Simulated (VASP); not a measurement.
# ZrSi3 (Pm-3m) in VASP: single point with PBE

Aim: the single point of ZrSi3 with PBE.

Program: VASP 6.6.1. These are calculated values, not measurements. Logs are shortened: lines on timing, memory, paths and dates and some standing lists are left out, and cuts for length are marked.

## Step 1: The cell of the first run

The structure is cubic, space group Pm-3m (No. 221). Conventional cell: a = 3.990 Å, b = 3.990 Å, c = 3.990 Å, α = 90.00°, β = 90.00°, γ = 90.00°. Zr (site symmetry m-3m) has 12 Si at 2.82 Å within 3.7 Å. Within 3.7 Å of Si (site symmetry 4/mmm) lie 4 Zr at 2.82 Å and 8 Si at 2.82 Å.

## Step 2: Single point, PBE

The input, POSCAR:

```
ZrSi3
1.0
    3.9899433751      0.0000000000      0.0000000000
    0.0000000000      3.9899433751      0.0000000000
    0.0000000000      0.0000000000      3.9899433751
Zr Si
1 3
Direct
    0.0000000000      0.0000000000      0.0000000000
    0.0000000000      0.5000000000      0.5000000000
    0.5000000000      0.5000000000      0.0000000000
    0.5000000000      0.0000000000      0.5000000000
```

The input, INCAR.step1:

```
  PREC = Accurate
  ENCUT = 520
  EDIFF = 1E-6
  ISMEAR = 0
  SIGMA = 0.05
  LREAL = F
  LASPH = T
  NELM = 80
  ALGO = Normal
  ISIF = 2
  LWAVE = F
  LCHARG = T
  LMAXMIX = 4
  GGA = PE
  NBANDS = 20
```

The input, KPOINTS.step1:

```
Automatic mesh
0
Gamma
  8 8 8
```

The input, INCAR.step2:

```
  PREC = Accurate
  ENCUT = 520
  EDIFF = 1E-6
  ISMEAR = -5
  SIGMA = 0.05
  LREAL = F
  LASPH = T
  NELM = 80
  ALGO = Normal
  ISIF = 2
  LWAVE = F
  LCHARG = F
  LMAXMIX = 4
  GGA = PE
  LORBIT = 11
  NBANDS = 20
  NEDOS = 1001
  ICHARG = 11
```

The input, KPOINTS.step2:

```
Automatic mesh
0
Gamma
  12 12 12
```

Potentials or basis: VASP PAW PBE potentials, release 64 (Zr_sv, Si).

Launch:

```bash
$ cat potpaw_PBE.64/Zr_sv/POTCAR potpaw_PBE.64/Si/POTCAR > POTCAR
$ cp INCAR.step1 INCAR
$ cp KPOINTS.step1 KPOINTS
$ mpirun -np 1 vasp_std > vasp.out
$ cp INCAR.step2 INCAR
$ cp KPOINTS.step2 KPOINTS
$ mpirun -np 1 vasp_std > vasp.out
```

OUTCAR:

```text
PREC = Accurate
   ENCUT = 520
   EDIFF = 1E-6
   ISMEAR = -5
   LREAL = F
   LASPH = T
   NELM = 80
   ISIF = 2
   GGA = PE
   LORBIT = 11
   ICHARG = 11

 ion  position               nearest neighbor table
   1  0.000  0.000  0.000-   2 2.82   3 2.82   4 2.82   2 2.82   4 2.82   2 2.82   3 2.82   2 2.82
                             3 2.82   4 2.82   4 2.82   3 2.82
   2  0.000  0.500  0.500-   1 2.82   3 2.82   4 2.82   1 2.82   3 2.82   1 2.82   4 2.82   1 2.82
                             3 2.82   4 2.82   3 2.82   4 2.82
   3  0.500  0.500  0.000-   1 2.82   2 2.82   4 2.82   2 2.82   4 2.82   1 2.82   4 2.82   4 2.82
                             1 2.82   2 2.82   2 2.82   1 2.82
   4  0.500  0.000  0.500-   1 2.82   2 2.82   3 2.82   1 2.82   3 2.82   2 2.82   3 2.82   3 2.82
                             1 2.82   2 2.82   1 2.82   2 2.82

  LATTYP: Found a simple cubic cell.
 ALAT       =     3.9899433751

  Lattice vectors:

 A1 = (   3.9899433751,   0.0000000000,   0.0000000000)
 A2 = (   0.0000000000,   3.9899433751,   0.0000000000)
 A3 = (   0.0000000000,   0.0000000000,   3.9899433751)

Analysis of symmetry for initial positions (statically):
=====================================================================
 Subroutine PRICEL returns:
 Original cell was already a primitive cell.

 Routine SETGRP: Setting up the symmetry group for a
 simple cubic supercell.

 Subroutine GETGRP returns: Found 48 space group operations
 (whereof 48 operations were pure point group operations)
 out of a pool of 48 trial point group operations.

The static configuration has the point symmetry O_h .

Analysis of symmetry for dynamics (positions and initial velocities):
=====================================================================
 Subroutine PRICEL returns:
 Original cell was already a primitive cell.

 Routine SETGRP: Setting up the symmetry group for a
 simple cubic supercell.

 Subroutine GETGRP returns: Found 48 space group operations
 (whereof 48 operations were pure point group operations)
 out of a pool of 48 trial point group operations.

The dynamic configuration has the point symmetry O_h .

 Subroutine INISYM returns: Found 48 space group operations
 (whereof 48 operations are pure point group operations),
 and found     1 'primitive' translations

----------------------------------------------------------------------------------------

                                     Primitive cell

  volume of cell :      63.5185

  direct lattice vectors                    reciprocal lattice vectors
     3.989943375  0.000000000  0.000000000     0.250630123  0.000000000  0.000000000
     0.000000000  3.989943375  0.000000000     0.000000000  0.250630123  0.000000000
     0.000000000  0.000000000  3.989943375     0.000000000  0.000000000  0.250630123

  length of vectors
     3.989943375  3.989943375  3.989943375     0.250630123  0.250630123  0.250630123

  position of ions in fractional coordinates (direct lattice)
     0.000000000  0.000000000  0.000000000
     0.000000000  0.500000000  0.500000000
     0.500000000  0.500000000  0.000000000
     0.500000000  0.000000000  0.500000000

  ion indices of the primitive-cell ions
   primitive index   ion index
                 1           1
                 2           2
                 3           3
                 4           4

----------------------------------------------------------------------------------------

 KPOINTS: Automatic mesh

Automatic generation of k-mesh.
 Grid dimensions read from file:
 generate k-points for:   12   12   12

 Generating k-lattice:

  Cartesian coordinates                     Fractional coordinates (reciprocal lattice)
     0.020885844  0.000000000  0.000000000     0.083333333  0.000000000  0.000000000
     0.000000000  0.020885844  0.000000000     0.000000000  0.083333333  0.000000000
     0.000000000  0.000000000  0.020885844     0.000000000  0.000000000  0.083333333

  Length of vectors
     0.020885844  0.020885844  0.020885844

  Shift w.r.t. Gamma in fractional coordinates (k-lattice)
     0.000000000  0.000000000  0.000000000

 TETIRR: Found    854 inequivalent tetrahedra from    10368

 Subroutine IBZKPT returns following result:
 ===========================================

 Found     84 irreducible k-points:

 Following reciprocal coordinates:
            Coordinates               Weight
  0.000000  0.000000  0.000000      1.000000
  0.083333  0.000000  0.000000      6.000000
  0.166667  0.000000  0.000000      6.000000
  0.250000  0.000000  0.000000      6.000000
  0.333333  0.000000  0.000000      6.000000
  0.416667  0.000000  0.000000      6.000000
[... 16 lines left out ...]
  0.333333  0.333333  0.000000     12.000000
  0.416667  0.333333  0.000000     24.000000
 [... further k-points ...]
   k-points           NKPTS =     84   k-points in BZ     NKDIM =     84   number of bands    NBANDS=     20
   number of dos      NEDOS =   1001   number of ions     NIONS =      4
   total plane-waves  NPLWV =  27000
   dimension x,y,z NGX =    30 NGY =   30 NGZ =   30
   dimension x,y,z NGXF=    60 NGYF=   60 NGZF=   60
   ions per type =               1   3
   NGX,Y,Z   is equivalent  to a cutoff of  12.50, 12.50, 12.50 a.u.
   NGXF,Y,Z  is equivalent  to a cutoff of  25.00, 25.00, 25.00 a.u.
 SYSTEM =  unknown system
   PREC   = accura    normal or accurate (medium, high low for compatibility)
   ISTART =      0    job   : 0-new  1-cont  2-samecut
   ICHARG =     11    charge: 1-file 2-atom 10-const
   ISPIN  =      1    spin polarized calculation?
   LNONCOLLINEAR =      F non collinear calculations
   LSORBIT =      F    spin-orbit coupling
   LASPH  =      T    aspherical Exc in radial PAW
   ENCUT  =  520.0 eV  38.22 Ry    6.18 a.u.   7.42  7.42  7.42*2*pi/ulx,y,z
   NELM   =     80;   NELMIN=  2; NELMDL=  0     # of ELM steps
   EDIFF  = 0.1E-05   stopping-criterion for ELM
   LREAL  =      F    real-space projection
   EDIFFG = 0.1E-04   stopping-criterion for IOM
   NSW    =      0    number of steps for IOM
   IBRION =     -1    ionic relax: 0-MD 1-quasi-New 2-CG
   NFREE  =      0    steps in history (QN), initial steepest desc. (CG)
   ISIF   =      2    stress and relaxation
   ISYM   =      2    0-nonsym 1-usesym 2-fastsym
   POTIM  = 0.5000    time-step for ionic-motion
   TEBEG  =    0.0;   TEEND  =   0.0 temperature during run
   PSTRESS=    0.0 pullay stress
   NELECT =      24.0000    total number of electrons
   NUPDOWN=      -1.0000    fix difference up-down
   EMIN   =  10.00;   EMAX   =-10.00  energy-range for DOS
   EFERMI =   0.00;   METHOD = LEGACY
   ISMEAR =    -5;   SIGMA  =   0.05  broadening in eV -4-tet -1-fermi 0-gaus
   EFERMI_NEDOS =   21; number of points for ismear=-14 and -15
   IALGO  =     38    algorithm
   IMIX   =      4    mixing-type and parameters
     AMIX     =   0.40;   BMIX     =  1.00
     AMIX_MAG =   1.60;   BMIX_MAG =  1.00
  volume/ion in A,a.u.               =      15.88       107.16
  Fermi-wavevector in a.u.,A,eV,Ry     =   1.183528  2.236543 19.058203  1.400738
  Thomas-Fermi vector in A             =   2.319761
   LORBIT       =     11    0 simple, 1 ext, 2 COOP (PROOUT), +10 PAW based schemes
   GGA     = PE    functional components
   LHFCALC =     F    Hartree Fock is set to
   AEXX    =    0.0000 exact exchange contribution
   IVDW    =     0    specifies the selected vdW correction
   LEPSILON=     F    determine dielectric tensor
   LRPA    =     F    only Hartree local field effects (RPA)
 non-spin polarized calculation
 Fermi weights with tetrahedron method with Bloechl corrections
  energy-cutoff  :      520.00
  volume of cell :       63.52
 maximum number of plane-waves:      1743
 NGX is ok and might be reduce to    30

 number of electron      24.0000001 magnetization

 Free energy of the ion-electron system (eV)
  ---------------------------------------------------
  ext. energy  EPLUGINS =         0.00000000
  ---------------------------------------------------
  free energy    TOTEN  =       -25.32443865 eV

  energy without entropy =      -25.32443865  energy(sigma->0) =      -25.32443865

 E-fermi :  10.6905     XC(G=0): -11.3707

 val. band max:       10.7783318684   @ k =   0.5000   0.1667   0.0000
 cond. band min:      10.5525989347   @ k =   0.1667   0.0000   0.0000
 fundamental gap:     -0.2257329337
 Fermi energy:        10.6904682211

 k-point     1 :       0.0000    0.0000    0.0000
  band No.  band energies     occupation
      1     -38.6888      2.00000
      2     -16.7902      2.00000
      3     -16.7902      2.00000
      4     -16.7902      2.00000
      5      -2.3380      2.00000
      6       4.7147      2.00000
[... 12 lines left out ...]
     19      13.0752      0.00000
     20      16.8699      0.00000

 k-point     2 :       0.0833    0.0000    0.0000
  band No.  band energies     occupation
      1     -38.6886      2.00000
      2     -16.7966      2.00000
      3     -16.7896      2.00000
      4     -16.7896      2.00000
      5      -2.2679      2.00000
      6       4.3527      2.00000
[... 12 lines left out ...]
     19      14.1263      0.00000
     20      16.3654      0.00000
[... 465 lines left out ...]
      3     -16.8499      2.00000
      4     -16.7772      2.00000
      5      -0.3552      2.00000
      6       2.5300      2.00000
[... 12 lines left out ...]
     19      15.4684      0.00000
     20      16.2362      0.00000

 k-point    24 :       0.4167    0.3333    0.0000
  band No.  band energies     occupation
      1     -38.6830      2.00000
      2     -16.8677      2.00000
      3     -16.8487      2.00000
      4     -16.7756      2.00000
      5       0.0693      2.00000
      6       1.8778      2.00000
[... 12 lines left out ...]
     19      15.5812      0.00000
     20      16.6740      0.00000

 [... further k-points ...]

------------------------ aborting loop because EDIFF is reached ----------------------------------------

  FORCE on cell =-STRESS in cart. coord.  units (eV):
  Direction    XX          YY          ZZ          XY          YZ          ZX
  --------------------------------------------------------------------------------------
  -------------------------------------------------------------------------------------
  Total       -0.0500455     -0.0500455     -0.0500455      0.0000000     -0.0000000      0.0000000
  in kB       -1.2623378     -1.2623378     -1.2623378      0.0000000     -0.0000000      0.0000000
  external PRESSURE =      -1.2623378 kB  Pullay stress =       0.0000000 kB

 VOLUME and BASIS-vectors are now :
 -----------------------------------------------------------------------------
  energy-cutoff  :      520.00
  volume of cell :       63.52
      direct lattice vectors                 reciprocal lattice vectors
     3.989943375  0.000000000  0.000000000     0.250630123  0.000000000  0.000000000
     0.000000000  3.989943375  0.000000000     0.000000000  0.250630123  0.000000000
     0.000000000  0.000000000  3.989943375     0.000000000  0.000000000  0.250630123

 POSITION                                       TOTAL-FORCE (eV/Angst)
 -----------------------------------------------------------------------------------
      0.00000      0.00000      0.00000         0.000000      0.000000      0.000000
      0.00000      1.99497      1.99497         0.000000      0.000000      0.000000
      1.99497      1.99497      0.00000         0.000000      0.000000      0.000000
      1.99497      0.00000      1.99497         0.000000      0.000000      0.000000
 -----------------------------------------------------------------------------------
    total drift:                                0.000000     -0.000000      0.000000

  FREE ENERGIE OF THE ION-ELECTRON SYSTEM (eV)
  ---------------------------------------------------
  free  energy   TOTEN  =       -25.3244386549 eV

  energy  without entropy=      -25.3244386549  energy(sigma->0) =      -25.32443865

 total charge

# of ion       s       p       d       tot
------------------------------------------
    1        2.157   5.974   1.773   9.904
    2        0.803   0.786   0.000   1.590
    3        0.803   0.786   0.000   1.590
    4        0.803   0.786   0.000   1.590
--------------------------------------------------
tot          4.567   8.333   1.773  14.674
```

It took 1.7 min on 1 thread of Intel Xeon Platinum 8375C at 2.90GHz (Ice Lake), shared host; peak memory 0.22 GiB.

Results:

```yaml
Valence_electrons_inside_the_program's_atomic_spheres: Zr 9.90; Si 1.59
```

Caveat: tetrahedron occupations give inexact forces and stress in metals.
